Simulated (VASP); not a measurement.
# SnO2 (I4_1/amd) in VASP: single point with LDA

Aim: the single point of SnO2 with LDA.

Everything below comes from runs of VASP 6.6.1. Logs are shortened: lines on timing, memory, paths and dates and some standing lists are left out, and cuts for length are marked.

### Step 1. The cell of the first run

The structure is tetragonal, space group I4_1/amd (No. 141). Conventional cell: a = 4.000 Å, b = 4.000 Å, c = 10.247 Å, α = 90.00°, β = 90.00°, γ = 90.00°. Within 2.7 Å of Sn (site symmetry -4m2) lie 6 O at 2.06 to 2.09 Å. O (site symmetry 2mm) has 3 Sn at 2.06 to 2.09 Å and 2 O at 2.57 Å within 2.7 Å.

### Step 2. Single point, LDA

Contents of INCAR:

```
ALGO = Normal ; EDIFF = 1E-6
ENCUT = 520 ; GGA = CA
ISIF = 2 ; ISMEAR = 0
LASPH = True ; LCHARG = True
LELF = True ; LREAL = False
LVHAR = True ; LWAVE = False
NBANDS = 35 ; NELM = 80
PREC = Accurate ; SIGMA = 0.05
```

Contents of KPOINTS:

```
k-points
0
Gamma
  10 10 10
```

Contents of POSCAR:

```
SnO2
1.0
   -2.0000686112      2.0000686112      5.1236788559
    2.0000686112     -2.0000686112      5.1236788559
    2.0000686112      2.0000686112     -5.1236788559
Sn O
2 4
Direct
    0.7500000000      0.2500000000      0.5000000000
    0.0000000000      0.0000000000      0.0000000000
    0.7965225900      0.7965225900      0.0000000000
    0.9534774100      0.4534774100      0.5000000000
    0.2034774100      0.2034774100      0.0000000000
    0.5465225900      0.0465225900      0.5000000000
```

Potentials or basis: VASP PAW LDA potentials, release 64 (Sn_d, O).

Run with:

```sh
> cat potpaw_LDA.64/Sn_d/POTCAR potpaw_LDA.64/O/POTCAR > POTCAR
> mpirun -np 1 vasp_std > vasp.out
```

OUTCAR:

```text
EDIFF = 1E-6
   ENCUT = 520
   GGA = CA
   ISIF = 2
   ISMEAR = 0
   LASPH = True
   LREAL = False
   NELM = 80
   PREC = Accurate

 ion  position               nearest neighbor table
   1  0.750  0.250  0.500-   3 2.06   5 2.06   3 2.06   5 2.06   4 2.09   6 2.09   2 3.25   2 3.25
                             2 3.25   2 3.25
   2  0.000  0.000  0.000-   6 2.06   4 2.06   6 2.06   4 2.06   3 2.09   5 2.09   1 3.25   1 3.25
                             1 3.25   1 3.25
   3  0.797  0.797  0.000-   1 2.06   1 2.06   2 2.09
   4  0.953  0.453  0.500-   2 2.06   2 2.06   1 2.09
   5  0.203  0.203  0.000-   1 2.06   1 2.06   2 2.09
   6  0.547  0.047  0.500-   2 2.06   2 2.06   1 2.09

  LATTYP: Found a body centered tetragonal cell.
 ALAT       =     4.0001372224
 C/A-ratio  =     2.5617515455

  Lattice vectors:

 A1 = (  -2.0000686112,   2.0000686112,   5.1236788559)
 A2 = (   2.0000686112,  -2.0000686112,   5.1236788559)
 A3 = (   2.0000686112,   2.0000686112,  -5.1236788559)

Analysis of symmetry for initial positions (statically):
=====================================================================
 Subroutine PRICEL returns:
 Original cell was already a primitive cell.

 Routine SETGRP: Setting up the symmetry group for a
 body centered tetragonal supercell.

 Subroutine GETGRP returns: Found 16 space group operations
 (whereof  8 operations were pure point group operations)
 out of a pool of 16 trial point group operations.

The static configuration has the point symmetry D_2d.
 The point group associated with its full space group is D_4h.

Analysis of symmetry for dynamics (positions and initial velocities):
=====================================================================
 Subroutine PRICEL returns:
 Original cell was already a primitive cell.

 Routine SETGRP: Setting up the symmetry group for a
 body centered tetragonal supercell.

 Subroutine GETGRP returns: Found 16 space group operations
 (whereof  8 operations were pure point group operations)
 out of a pool of 16 trial point group operations.

The dynamic configuration has the point symmetry D_2d.
 The point group associated with its full space group is D_4h.

 Subroutine INISYM returns: Found 16 space group operations
 (whereof  8 operations are pure point group operations),
 and found     1 'primitive' translations

----------------------------------------------------------------------------------------

                                     Primitive cell

  volume of cell :      81.9845

  direct lattice vectors                    reciprocal lattice vectors
    -2.000068611  2.000068611  5.123678856     0.000000000  0.249991424  0.097586132
     2.000068611 -2.000068611  5.123678856     0.249991424  0.000000000  0.097586132
     2.000068611  2.000068611 -5.123678856     0.249991424  0.249991424  0.000000000

  length of vectors
     5.852574982  5.852574982  5.852574982     0.268363122  0.268363122  0.353541262

  position of ions in fractional coordinates (direct lattice)
     0.750000000  0.250000000  0.500000000
     0.000000000  0.000000000  0.000000000
     0.796522590  0.796522590  0.000000000
     0.953477410  0.453477410  0.500000000
     0.203477410  0.203477410  0.000000000
     0.546522590  0.046522590  0.500000000

  ion indices of the primitive-cell ions
   primitive index   ion index
                 1           1
                 2           2
                 3           3
                 4           4
                 5           5
                 6           6

----------------------------------------------------------------------------------------

 KPOINTS: k-points

Automatic generation of k-mesh.
 Grid dimensions read from file:
 generate k-points for:   10   10   10

 Generating k-lattice:

  Cartesian coordinates                     Fractional coordinates (reciprocal lattice)
     0.000000000  0.024999142  0.009758613     0.100000000  0.000000000  0.000000000
     0.024999142  0.000000000  0.009758613     0.000000000  0.100000000  0.000000000
     0.024999142  0.024999142  0.000000000     0.000000000  0.000000000  0.100000000

  Length of vectors
     0.026836312  0.026836312  0.035354126

  Shift w.r.t. Gamma in fractional coordinates (k-lattice)
     0.000000000  0.000000000  0.000000000

 Subroutine IBZKPT returns following result:
 ===========================================

 Found    102 irreducible k-points:

 Following reciprocal coordinates:
            Coordinates               Weight
  0.000000  0.000000  0.000000      1.000000
  0.100000  0.000000 -0.000000      8.000000
  0.200000  0.000000 -0.000000      8.000000
  0.300000  0.000000 -0.000000      8.000000
  0.400000  0.000000 -0.000000      8.000000
  0.500000  0.000000 -0.000000      4.000000
[... 16 lines left out ...]
  0.300000  0.300000 -0.000000      8.000000
  0.400000  0.300000  0.000000     16.000000
 [... further k-points ...]
   k-points           NKPTS =    102   k-points in BZ     NKDIM =    102   number of bands    NBANDS=     35
   number of dos      NEDOS =    301   number of ions     NIONS =      6
   total plane-waves  NPLWV = 110592
   dimension x,y,z NGX =    48 NGY =   48 NGZ =   48
   dimension x,y,z NGXF=    96 NGYF=   96 NGZF=   96
   ions per type =               2   4
   NGX,Y,Z   is equivalent  to a cutoff of  13.63, 13.63, 13.63 a.u.
   NGXF,Y,Z  is equivalent  to a cutoff of  27.27, 27.27, 27.27 a.u.
 SYSTEM =  unknown system
   PREC   = accura    normal or accurate (medium, high low for compatibility)
   ISTART =      0    job   : 0-new  1-cont  2-samecut
   ICHARG =      2    charge: 1-file 2-atom 10-const
   ISPIN  =      1    spin polarized calculation?
   LNONCOLLINEAR =      F non collinear calculations
   LSORBIT =      F    spin-orbit coupling
   LASPH  =      T    aspherical Exc in radial PAW
   ENCUT  =  520.0 eV  38.22 Ry    6.18 a.u.  10.88 10.88 10.88*2*pi/ulx,y,z
   NELM   =     80;   NELMIN=  2; NELMDL= -5     # of ELM steps
   EDIFF  = 0.1E-05   stopping-criterion for ELM
   LREAL  =      F    real-space projection
   EDIFFG = 0.1E-04   stopping-criterion for IOM
   NSW    =      0    number of steps for IOM
   IBRION =     -1    ionic relax: 0-MD 1-quasi-New 2-CG
   NFREE  =      0    steps in history (QN), initial steepest desc. (CG)
   ISIF   =      2    stress and relaxation
   ISYM   =      2    0-nonsym 1-usesym 2-fastsym
   POTIM  = 0.5000    time-step for ionic-motion
   TEBEG  =    0.0;   TEEND  =   0.0 temperature during run
   PSTRESS=    0.0 pullay stress
   NELECT =      52.0000    total number of electrons
   NUPDOWN=      -1.0000    fix difference up-down
   EMIN   =  10.00;   EMAX   =-10.00  energy-range for DOS
   EFERMI =   0.00;   METHOD = LEGACY
   ISMEAR =     0;   SIGMA  =   0.05  broadening in eV -4-tet -1-fermi 0-gaus
   EFERMI_NEDOS =   21; number of points for ismear=-14 and -15
   IALGO  =     38    algorithm
   IMIX   =      4    mixing-type and parameters
     AMIX     =   0.40;   BMIX     =  1.00
     AMIX_MAG =   1.60;   BMIX_MAG =  1.00
  volume/ion in A,a.u.               =      13.66        92.21
  Fermi-wavevector in a.u.,A,eV,Ry     =   1.406583  2.658057 26.918799  1.978476
  Thomas-Fermi vector in A             =   2.528929
   LORBIT       =      0    0 simple, 1 ext, 2 COOP (PROOUT), +10 PAW based schemes
   GGA     = CA    functional components
   LHFCALC =     F    Hartree Fock is set to
   AEXX    =    0.0000 exact exchange contribution
   IVDW    =     0    specifies the selected vdW correction
   LEPSILON=     F    determine dielectric tensor
   LRPA    =     F    only Hartree local field effects (RPA)
 non-spin polarized calculation
 Gauss-broadening in eV      SIGMA  =   0.05
  energy-cutoff  :      520.00
  volume of cell :       81.98
 maximum number of plane-waves:      2244
 NGX is ok and might be reduce to    48
   NGX = 21   NGY = 21   NGZ = 21

 number of electron      52.0000007 magnetization

 Free energy of the ion-electron system (eV)
  ---------------------------------------------------
  ext. energy  EPLUGINS =         0.00000000
  ---------------------------------------------------
  free energy    TOTEN  =       -41.72472023 eV

  energy without entropy =      -41.72472023  energy(sigma->0) =      -41.72472023

 E-fermi :   4.0493     XC(G=0): -10.8688

 val. band max:        3.7504450821   @ k =  -0.4000   0.4000   0.0000
 cond. band min:       5.2719518528   @ k =   0.0000   0.0000   0.0000
 fundamental gap:      1.5215067707
 Fermi energy:         4.0493432125

 k-point     1 :       0.0000    0.0000    0.0000
  band No.  band energies     occupation
      1     -16.5462      2.00000
      2     -16.5305      2.00000
      3     -16.3998      2.00000
      4     -15.8541      2.00000
      5     -15.7551      2.00000
      6     -15.7551      2.00000
[... 27 lines left out ...]
     34      15.8812      0.00000
     35      15.8940      0.00000

 k-point     2 :       0.1000    0.0000   -0.0000
  band No.  band energies     occupation
      1     -16.5703      2.00000
      2     -16.4729      2.00000
      3     -16.3864      2.00000
      4     -15.8579      2.00000
      5     -15.7575      2.00000
      6     -15.7528      2.00000
[... 27 lines left out ...]
     34      15.3924      0.00000
     35      15.7071      0.00000

 k-point     3 :       0.2000    0.0000   -0.0000
  band No.  band energies     occupation
      1     -16.5765      2.00000
      2     -16.4090      2.00000
      3     -16.3192      2.00000
      4     -15.8685      2.00000
      5     -15.7636      2.00000
      6     -15.7469      2.00000
[... 27 lines left out ...]
     34      14.9678      0.00000
     35      15.3191      0.00000
[... 723 lines left out ...]
 k-point    23 :       0.3000    0.3000   -0.0000
  band No.  band energies     occupation
      1     -16.4503      2.00000
      2     -16.3229      2.00000
      3     -16.0325      2.00000
      4     -15.8378      2.00000
      5     -15.7813      2.00000
      6     -15.6998      2.00000
[... 27 lines left out ...]
     34      14.7763      0.00000
     35      15.8810      0.00000

 k-point    24 :       0.4000    0.3000    0.0000
  band No.  band energies     occupation
      1     -16.3990      2.00000
      2     -16.2759      2.00000
      3     -15.9849      2.00000
      4     -15.8480      2.00000
      5     -15.7821      2.00000
      6     -15.6778      2.00000
[... 27 lines left out ...]
     34      14.7923      0.00000
     35      16.1467      0.00000

 [... further k-points ...]
[... 5 lines left out ...]
  --------------------------------------------------------------------------------------
  -------------------------------------------------------------------------------------
  Total       -1.3968733     -1.3968733     -1.8758925      0.0000000      0.0000000      0.0000000
  in kB      -27.2983208    -27.2983208    -36.6595270      0.0000000      0.0000000      0.0000000
  external PRESSURE =     -30.4187228 kB  Pullay stress =       0.0000000 kB

 VOLUME and BASIS-vectors are now :
 -----------------------------------------------------------------------------
  energy-cutoff  :      520.00
  volume of cell :       81.98
      direct lattice vectors                 reciprocal lattice vectors
    -2.000068611  2.000068611  5.123678856     0.000000000  0.249991424  0.097586132
     2.000068611 -2.000068611  5.123678856     0.249991424  0.000000000  0.097586132
     2.000068611  2.000068611 -5.123678856     0.249991424  0.249991424  0.000000000

 POSITION                                       TOTAL-FORCE (eV/Angst)
 -----------------------------------------------------------------------------------
     -0.00000      2.00007      2.56184         0.000000      0.000000     -0.000000
      0.00000      0.00000      0.00000         0.000000      0.000000     -0.000000
      0.00000      0.00000      8.16225        -0.000000      0.000000      0.157887
      0.00000      2.00007      4.64695         0.000000     -0.000000     -0.157887
      0.00000      0.00000      2.08511        -0.000000      0.000000     -0.157887
      0.00000      2.00007      0.47673         0.000000     -0.000000      0.157887
 -----------------------------------------------------------------------------------
    total drift:                                0.000000      0.000000     -0.000000

  FREE ENERGIE OF THE ION-ELECTRON SYSTEM (eV)
  ---------------------------------------------------
  free  energy   TOTEN  =       -41.7247202332 eV

  energy  without entropy=      -41.7247202332  energy(sigma->0) =      -41.72472023
```

It took 15 min on 1 thread of Intel Xeon 8259CL, shared host; peak memory 0.41 GiB.

What came out:

```yaml
Free_energy: -41.7247 eV
Pressure: -3.0 GPa
Largest_force: 0.158 eV/Å
Band_gap_on_the_k_mesh: 1.52 eV (least direct gap 1.91 eV)
```

Forces on the atoms (eV/Å):
```
Sn   0.000  0.000  0.000
Sn   0.000  0.000  0.000
O    0.000  0.000  0.158
O    0.000  0.000 -0.158
O    0.000  0.000 -0.158
O    0.000  0.000  0.158
```

Caveat: the cell stands under tension; spin-orbit coupling is left out, which moves the levels of the heavy elements.
